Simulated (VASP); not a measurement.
Runs of VASP 6.6.1 on PbSe. The structure is that of space group Fm-3m (No. 225), or close to it. The cells are those of the table. 

```tsv
level	cell	cutoff (eV)	smearing	gap on the mesh (eV)	pressure (GPa)
r2SCAN	a = 4.320, b = 4.341 Å, angles 59.8, 60.3, 59.8°, 2 atoms	550	gaussian 0.01 eV	0.57	1.6
r2SCAN	a = 4.572 Å, angles 60.0°, 2 atoms	550	gaussian 0.01 eV	(a)	-5.2
PBE	a = 4.572 Å, angles 60.0°, 2 atoms	500	fermi-dirac 0.02 eV	0.72	-4.2
PBE	a = 4.320, b = 4.341 Å, angles 59.8, 60.3, 59.8°, 2 atoms	500	fermi-dirac 0.02 eV	(b)	(c)
```

Alike in all rows: task single point; potentials or basis VASP PAW PBE potentials, release 64 (Pb_d, Se); no spin polarisation; k mesh 8 × 8 × 8.

Task: Fill in the values left out.

Result: (a) 1.02; (b) 0.29; (c) 2.5.

Caveats: spin-orbit coupling is left out, which moves the levels of the heavy elements; the PAW data sets were made with another functional, which shifts forces and pressure a little (at least some runs); the cell stands under tension (at least some runs).

A k mesh can miss the band edges, and the runs leave out spin-orbit coupling on Pb, Se.
